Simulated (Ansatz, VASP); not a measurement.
Two plane-wave programs on AlN

Contents of INCAR:

```
PREC = Accurate
ENCUT = 520
EDIFF = 1E-7
ISMEAR = 0
SIGMA = 0.05
LREAL = F
LASPH = T
NELM = 100
ALGO = Normal
ISIF = 2
LWAVE = F
LCHARG = F
NBANDS = 11
```

KPOINTS

```
Automatic mesh
0
Gamma
  10 10 10
```

POSCAR

```
AlN
1.0
    0.0000000000      2.2455466285      2.0659028982
    2.2455466285      0.0000000000      2.0659028982
    2.2455466285      2.2455466285      0.0000000000
Al N
1 1
Direct
    0.0000000000      0.0000000000      0.0000000000
    0.7500000000      0.7500000000      0.7500000000
```

Input for Ansatz:

```yaml
crystal:
  lattice:
    - [0.0, 2.2455466285, 2.0659028982]
    - [2.2455466285, 0.0, 2.0659028982]
    - [2.2455466285, 2.2455466285, 0.0]
  atoms:
    - { symbol: Al, position: [0.0, 0.0, 0.0] }
    - { symbol: "N", position: [0.75, 0.75, 0.75] }
basis:
  ecutwfc: 420
kpoints:
  mp_grid: { grid: [10, 10, 10] }
hamiltonian:
  xc: lda
scf:
  occupations: { method: gaussian, width: 0.05 }
output:
  forces: true
  stress: true
  eigenvalues: true
```

Alike in both runs: task single point; functional LDA; k mesh 10 × 10 × 10; occupations gaussian, width 0.05 eV; no spin polarisation.

```csv
,VASP,Ansatz
version,VASP 6.6.1,Ansatz 0.2.0
potentials or method,"VASP PAW LDA potentials, release 64 (Al, N), cutoff 520 eV","scalar-relativistic, plane waves, PAW"
valence electrons in the cell,8,8
```

```tsv
	VASP	Ansatz	Ansatz less VASP
gap on the k mesh at the Fermi level (eV)	2.82	2.85	+0.023
least direct gap on the mesh (eV)	4.00	4.00	-0.005
pressure (GPa)	-3.6	-4.2	-0.56
traceless stress, the component that is largest in VASP (GPa)	5.76	5.80	+0.042
```

LDA's correlation is that of Perdew and Zunger in VASP and of Perdew and Wang (1992) in Ansatz.
